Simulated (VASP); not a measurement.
A run of VASP 6.6.1 is set up as follows.

File INCAR:

```
  ALGO = Normal
  EDIFF = 1E-7
  EDIFFG = -0.005
  ENCUT = 600
  GGA = PE
  IBRION = 2
  ISIF = 3
  ISMEAR = 0
  LASPH = True
  LCHARG = False
  LREAL = False
  LWAVE = False
  NELM = 100
  NSW = 100
  PREC = Accurate
  SIGMA = 0.1
```

File KPOINTS:

```
k-points
0
Gamma
  9 9 6
```

File POSCAR:

```
TaSi2
1.0
    4.8043644846      0.0000000000      0.0000000000
   -2.4021822423      4.1607016927      0.0000000000
    0.0000000000      0.0000000000      6.6079302153
Ta Si
3 6
Direct
    0.5000000000      0.0000000000      0.5000000000
    0.5000000000      0.5000000000      0.8333333333
    0.0000000000      0.5000000000      0.1666666667
    0.1592894674      0.3185789348      0.5000000000
    0.8407105326      0.1592894674      0.8333333333
    0.6814210652      0.8407105326      0.1666666667
    0.8407105326      0.6814210652      0.5000000000
    0.1592894674      0.8407105326      0.8333333333
    0.3185789348      0.1592894674      0.1666666667
```

Potentials or basis: VASP PAW PBE potentials, release 64 (Ta_pv, Si).

The run is started by

```sh
$ cat potpaw_PBE.64/Ta_pv/POTCAR potpaw_PBE.64/Si/POTCAR > POTCAR
$ mpirun -np 1 vasp_std > vasp.out
```

Task: What does it give for the relaxed volume?

Result: 14.67 Å³/atom.

Task: Predict the relaxed cell.

Result: a = 4.806 Å, b = 4.806 Å, c = 6.600 Å, α = 90.00°, β = 90.00°, γ = 120.00°.

Final structure:
```yaml
crystal:
  lattice:
    - [4.80600, 0.00000, 0.00000]
    - [-2.40300, 4.16212, 0.00000]
    - [0.00000, 0.00000, 6.59998]
  atoms:
    - { symbol: Ta, position: [0.50000, 0.00000, 0.50000] }
    - { symbol: Ta, position: [0.50000, 0.50000, 0.83333] }
    - { symbol: Ta, position: [0.00000, 0.50000, 0.16667] }
    - { symbol: Si, position: [0.15888, 0.31776, 0.50000] }
    - { symbol: Si, position: [0.84112, 0.15888, 0.83333] }
    - { symbol: Si, position: [0.68224, 0.84112, 0.16667] }
    - { symbol: Si, position: [0.84112, 0.68224, 0.50000] }
    - { symbol: Si, position: [0.15888, 0.84112, 0.83333] }
    - { symbol: Si, position: [0.31776, 0.15888, 0.16667] }
```
